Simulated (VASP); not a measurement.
# Si4C11 in VASP: a series of runs, part 2 of 2

VASP 6.6.1.

## 3. Single point, PBE

INCAR reads:

```
PREC = Accurate
ENCUT = 520
EDIFF = 1E-6
ISMEAR = -1
SIGMA = 0.2482
LREAL = Auto
LASPH = T
NELM = 120
ALGO = Normal
ISIF = 2
LWAVE = F
LCHARG = F
GGA = PE
NBANDS = 43
ISYM = -1
GGA_COMPAT = F
```

KPOINTS reads:

```
explicit points
1
Reciprocal
  0.25000000   0.25000000   0.25000000 1
```

POSCAR reads:

```
Si4C11
1.0
    5.5684850000      0.1677970000      0.0711490000
    0.1677970000      5.4749150000     -0.0943290000
    0.0711490000     -0.0943290000      5.5837510000
C Si
11 4
Direct
    0.0240877407      0.8185711796      0.8536450107
    0.3523507428      0.3186890262      0.6558505589
    0.6982398912      0.8680992952      0.4745137934
    0.6889001553      0.6226631934      0.0061533258
    0.8307056762      0.6556657790      0.7928031567
    0.5093502815      1.0123412704      0.3576827435
    0.1312421810      0.9775662805      1.0464686014
    0.7117906835      0.5957682300      0.5153850926
    0.4848496138      0.5745561727     -0.0845072167
    0.4495875676      0.5544796791      0.6256777582
    0.3483587507      0.1344425607      0.5043003271
    0.1260783561      0.2293962777      0.8546649685
    0.3726014978      0.8205978870      0.1403714016
    0.9264018510      0.4884258431      0.2230642369
   -0.0288240572     -0.0241478023      0.5806723768
```

Potentials or basis: VASP PAW PBE potentials, release 64 (C, Si).

Command:

```sh
$ cat potpaw_PBE.64/C/POTCAR potpaw_PBE.64/Si/POTCAR > POTCAR
$ mpirun -np 1 vasp_std > vasp.out
```

OUTCAR:

```text
PREC = Accurate
   ENCUT = 520
   EDIFF = 1E-6
   ISMEAR = -1
   LREAL = Auto
   LASPH = T
   NELM = 120
   ISIF = 2
   GGA = PE
   ISYM = -1

 ion  position               nearest neighbor table
   1  0.024  0.819  0.854-   5 1.48   7 1.52  15 1.80  12 2.35  13 2.55
   2  0.352  0.319  0.656-  11 1.30  10 1.44  12 1.76
   3  0.698  0.868  0.475-   6 1.46   8 1.51  15 1.77
   4  0.689  0.623  0.006-   9 1.29   5 1.44  14 1.94  13 2.12
   5  0.831  0.656  0.793-   4 1.44   1 1.48   8 1.73  15 2.31
   6  0.509  0.012  0.358-  11 1.33   3 1.46  13 1.79
   7  0.131  0.978  0.046-   1 1.52  13 1.66  12 1.77
   8  0.712  0.596  0.515-   3 1.51  10 1.60   5 1.73  14 2.05
   9  0.485  0.575  0.915-   4 1.29  10 1.64  13 1.88
  10  0.450  0.554  0.626-   2 1.44   8 1.60   9 1.64
  11  0.348  0.134  0.504-   2 1.30   6 1.33  12 2.32  15 2.36
[... 185 lines left out ...]
 [bands above 42 left out]

------------------------ aborting loop because EDIFF is reached ----------------------------------------

  FORCE on cell =-STRESS in cart. coord.  units (eV):
  Direction    XX          YY          ZZ          XY          YZ          ZX
  --------------------------------------------------------------------------------------
  -------------------------------------------------------------------------------------
  Total       18.7589014     16.4712016      6.2554708     -1.9568207     -2.6024284      0.7849608
  in kB      176.7998415    155.2386132     58.9568771    -18.4427423    -24.5274987      7.3981383
  external PRESSURE =     130.3317773 kB  Pullay stress =       0.0000000 kB

 VOLUME and BASIS-vectors are now :
 -----------------------------------------------------------------------------
  energy-cutoff  :      520.00
  volume of cell :      169.99
      direct lattice vectors                 reciprocal lattice vectors
     5.568485000  0.167797000  0.071149000     0.179779798 -0.005551035 -0.002384558
     0.167797000  5.474915000 -0.094329000    -0.005551035  0.182875815  0.003160142
     0.071149000 -0.094329000  5.583751000    -0.002384558  0.003160142  0.179174851

 POSITION                                       TOTAL-FORCE (eV/Angst)
 -----------------------------------------------------------------------------------
      0.33222      4.40513      4.69104        -1.438641     -1.248111     -0.274623
      2.06220      1.74205      3.65711         0.663430      4.072413     -0.995917
      4.06756      4.82517      2.61736         0.420007      0.936387     -0.901781
      3.94105      3.52404      0.02464         4.518464     -1.199721      0.299234
      4.79220      3.65432      4.42407         4.031587      0.943946      0.071572
      2.86383      0.11930      2.03229         2.084281     -3.638995     -0.977092
      0.89816      5.36973      0.17659        -3.366264     -0.875567     -2.939693
      4.10023      3.33260      2.87223        -1.509119      0.953662      3.392368
      2.86142      3.14065      5.09218        -6.224695      0.802118     -1.946696
      2.64108      3.05215      3.47331         2.546562     -2.244915      3.410287
      1.99827      0.74694      2.82799        -0.997251     -0.455652     -1.104338
      0.80137      1.19646      4.75957        -2.063083      2.211600      1.275894
      2.22251      4.54198      0.73290         1.005591     -3.262688      1.112536
      5.25648      2.80850      1.26537        -0.676433      0.779042      1.202129
      5.61304      5.45089      3.21938         1.005565      2.226482     -1.623881
 -----------------------------------------------------------------------------------
    total drift:                                0.005167      0.029196     -0.001329

  FREE ENERGIE OF THE ION-ELECTRON SYSTEM (eV)
  ---------------------------------------------------
  free  energy   TOTEN  =      -103.7837304616 eV

  energy  without entropy=     -102.9603070322  energy(sigma->0) =     -103.37201875
```

stdout:

```text
POSCAR found type information on POSCAR C Si
 POSCAR found :  2 types and      15 ions
 scaLAPACK will be used
 LDA part: xc-table for (Slater+PW92), standard interpolation
 POSCAR, INCAR and KPOINTS ok, starting setup
 FFT: planning ... GRIDC
 FFT: planning ... GRID_SOFT
 FFT: planning ... GRID
 WAVECAR not read
 entering main loop
```

Run time: 12 s. Hardware: 1 thread of Intel Xeon 6975P-C (Granite Rapids), shared host; peak memory 0.24 GiB.

Results:

```yaml
Free_energy: -103.7837 eV
Pressure: 13.0 GPa
Largest_force: 6.571 eV/Å
```

Forces in eV/Å, atoms in the order of the input:
```
C   -1.439 -1.248 -0.275
C    0.663  4.072 -0.996
C    0.420  0.936 -0.902
C    4.518 -1.200  0.299
C    4.032  0.944  0.072
C    2.084 -3.639 -0.977
C   -3.366 -0.876 -2.940
C   -1.509  0.954  3.392
C   -6.225  0.802 -1.947
C    2.547 -2.245  3.410
C   -0.997 -0.456 -1.104
Si  -2.063  2.212  1.276
Si   1.006 -3.263  1.113
Si  -0.676  0.779  1.202
Si   1.006  2.226 -1.624
```

Levels at points of the mesh, in eV from the Fermi level:
```tsv
k point	band 26	band 27	band 28	band 29	band 30	band 31	band 32	band 33	band 34	band 35
(0.25, 0.25, 0.25)	-2.32	-1.92	-1.39	-0.71	-0.22	0.20	0.77	1.59	2.00	2.39
```

Caveat: the atoms stand as in a frame of molecular dynamics.

## 4. Single point, PBE

INCAR reads:

```
SYSTEM = Si4C11
PREC = Accurate ; ENCUT = 520
EDIFF = 1E-6 ; ISMEAR = -1
SIGMA = 0.2482 ; LREAL = Auto
LASPH = .TRUE. ; NELM = 120
ALGO = Normal ; ISIF = 2
LWAVE = .FALSE. ; LCHARG = .FALSE.
GGA = PE ; ISYM = -1
NBANDS = 43 ; GGA_COMPAT = .FALSE.
```

KPOINTS is that of step 3.

POSCAR reads:

```
Si4C11
1.0
    5.5684850000      0.1677970000      0.0711490000
    0.1677970000      5.4749150000     -0.0943290000
    0.0711490000     -0.0943290000      5.5837510000
C Si
11 4
Direct
   -0.0582012747      0.7558344828      0.7371174097
    0.2141521878      0.3180812809      0.6603279006
    0.6272120065      0.9853868496      0.3741218133
    0.7367994583      0.4559193000      0.0596969433
    0.8067009901      0.5320589135      0.8160304098
    0.4203539982      1.0405961301      0.3021287349
    0.0365697473      0.9378668463      0.9036622766
    0.6960059941      0.4426537980      0.6049850646
    0.3997070566      0.5071759542     -0.0043901236
    0.4310425525      0.4394091537      0.7381336989
    0.1913022871      0.1911046534      0.4258147873
    0.0774916723      0.3123021787      0.9872017390
    0.2889758111      0.8183765609      0.0729932804
    0.8536792167      0.6374783833      0.3487768842
   -0.1594177238      0.2018767564      0.4262026090
```

Command:

```sh
$ cat potpaw_PBE.64/C/POTCAR potpaw_PBE.64/Si/POTCAR > POTCAR
$ mpirun -np 1 vasp_std > vasp.out
```

Wall time 11 s (1 thread of Intel Xeon 6975P-C (Granite Rapids), shared host); peak memory 0.24 GiB.

It converged, with:

```
Free energy   : -105.4742 eV
Pressure      : -5.8 GPa
Largest force : 9.433 eV/Å
```

Forces in eV/Å, atoms in the order of the input:
```
C   -0.863  1.100  3.200
C    3.742  0.935 -0.287
C    6.481 -2.952  0.996
C   -0.567  1.424 -0.046
C    3.495  4.058  1.071
C   -9.267 -0.174 -1.750
C    0.587 -1.692 -0.233
C   -3.759 -0.060  0.814
C    1.804 -0.985 -0.579
C   -1.909 -2.034 -2.797
C    0.105 -0.135  0.692
Si   0.116 -1.023 -1.584
Si  -1.170  0.335  0.913
Si  -1.215  2.809 -0.189
Si   2.419 -1.605 -0.220
```

Stress tensor (GPa, compression positive):
```
 -8.85  -3.24  11.21
 -3.24   1.85  -1.33
 11.21  -1.33 -10.28
```

Levels at points of the mesh, in eV from the Fermi level:
```tsv
k point	band 28	band 29	band 30	band 31	band 32	band 33
(0.25, 0.25, 0.25)	-1.28	-0.82	-0.23	0.30	0.57	1.29
```

Caveat: the atoms stand as in a frame of molecular dynamics.

## 5. Single point, PBE

INCAR reads:

```
PREC     = Accurate       # precision mode
ENCUT    = 520            # plane-wave cutoff, eV
EDIFF    = 1E-6           # SCF threshold, eV
ISMEAR   = -1             # smearing method
SIGMA    = 0.2482         # smearing width, eV
LREAL    = Auto         
LASPH    = True           # aspherical terms in the spheres
NELM     = 120            # most SCF steps
ALGO     = Normal         # electronic algorithm
ISIF     = 2              # what is computed and relaxed
LWAVE    = False          # write WAVECAR
LCHARG   = False          # write CHGCAR
GGA      = PE             # functional
NBANDS   = 43             # bands
ISYM     = -1           
GGA_COMPAT= False
```

KPOINTS is that of step 4.

POSCAR reads:

```
Si4C11
1.0
    5.5684850000      0.1677970000      0.0711490000
    0.1677970000      5.4749150000     -0.0943290000
    0.0711490000     -0.0943290000      5.5837510000
C Si
11 4
Direct
   -0.0745824398      0.8008939578      0.8461621931
    0.2600041188      0.3594010145      0.5503176817
    0.5651744165      0.9513659631      0.3520693894
    0.6330783621      0.5311016706      0.0267378322
    0.8322140967      0.5268599927      0.8333885188
    0.3110183822      0.9888744567      0.2771316077
   -0.0462410467      1.0110094551      0.7238783597
    0.7339901906      0.4541610316      0.5686204288
    0.4039345953      0.4791793971     -0.0688920457
    0.4677573897      0.4350909278      0.6536710218
    0.1388124131      0.2165615854      0.3221658117
    0.1237184717      0.3095236463      0.8321326668
    0.1474984182      0.7825179595      0.0926661614
    0.7814464678      0.7013642274      0.2376035127
   -0.1869500015      0.1332046710      0.4611159002
```

Command:

```sh
$ cat potpaw_PBE.64/C/POTCAR potpaw_PBE.64/Si/POTCAR > POTCAR
$ mpirun -np 1 vasp_std > vasp.out
```

Run time: 11 s. Hardware: 1 thread of Intel Xeon 6975P-C (Granite Rapids), shared host; peak memory 0.24 GiB.

The run converged. Its results:

| Quantity | Value |
| --- | --- |
| Free energy | -109.2766 eV |
| Pressure | -4.1 GPa |
| Largest force | 5.462 eV/Å |

Forces in eV/Å, atoms in the order of the input:
```
C    1.712 -0.539 -0.177
C   -1.277 -0.534 -2.687
C   -1.072  0.602 -1.037
C   -1.039 -1.732 -2.782
C    0.134  1.871 -2.441
C    1.663  2.590 -0.058
C   -0.281 -1.100  1.627
C   -3.137  1.023  2.675
C    1.957  1.322 -0.313
C    0.578  0.455 -1.798
C    3.660 -1.725  1.955
Si  -1.945 -0.566  1.068
Si   1.255 -2.232 -0.547
Si  -2.038 -1.054  4.957
Si  -0.170  1.620 -0.440
```

Stress tensor (GPa, compression positive):
```
-13.53  -1.14  -2.87
 -1.14  -1.37   2.04
 -2.87   2.04   2.58
```

Levels at points of the mesh, in eV from the Fermi level:
```
           k point  band 28  band 29  band 30  band 31  band 32  band 33
(0.25, 0.25, 0.25)    -1.74    -0.71    -0.44     0.35     1.54     1.84
```

Caveat: the atoms stand as in a frame of molecular dynamics.

## 6. Overview

```csv
cell,smearing,pressure (GPa),largest force (eV/Å)
"as given, atomic positions A",fermi-dirac 0.3447 eV,0.7,7.02
"as given, atomic positions B",fermi-dirac 0.2482 eV,13.0,6.57
"as given, atomic positions C",fermi-dirac 0.2482 eV,-5.8,9.43
"as given, atomic positions D",fermi-dirac 0.2482 eV,-4.1,5.46
```

Alike in all rows: task single point; level PBE; potentials or basis VASP PAW PBE potentials, release 64 (C, Si); no spin polarisation; k mesh 1 × 1 × 1, shifted; cutoff (eV) 520.

Caveats: the atoms stand as in a frame of molecular dynamics.

Total energies depend on the potentials used, so only differences within one code and one set of settings carry meaning.
